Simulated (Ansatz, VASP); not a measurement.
Two plane-wave programs on CdS

```
Cd S
1.0
     0.00000    2.94295    2.94295
     2.94295    0.00000    2.94295
     2.94295    2.94295    0.00000
Cd S
1 1
Direct
  0.00000 0.00000 0.00000
  0.25000 0.25000 0.25000
```

Alike in both runs: task single point; functional PBE; k mesh 1 × 1 × 1; no spin polarisation.

```csv
,VASP,Ansatz
version,VASP 6.6.1,Ansatz 0.2.0
potentials or method,"VASP PAW PBE potentials, release 64 (Cd, S), cutoff 500 eV","scalar-relativistic, plane waves, PAW"
occupations,"methfessel-paxton of order 1, width 0.272114 eV",methfessel-paxton of order 1
valence electrons in the cell,18,26
```

|  | VASP | Ansatz | Ansatz less VASP |
| --- | --- | --- | --- |
| gap on the k mesh at the Fermi level (eV) | 0.22 | 0.22 | +0.001 |
| least direct gap on the mesh (eV) | 0.22 | 0.22 | +0.001 |

VASP's potentials hold 18 valence electrons a cell and Ansatz's 26, so a difference there can come from the potentials and not from the codes. Ansatz's warnings: stress scf threshold loose.

The k mesh is coarse, so the values compare programs but aren't converged.
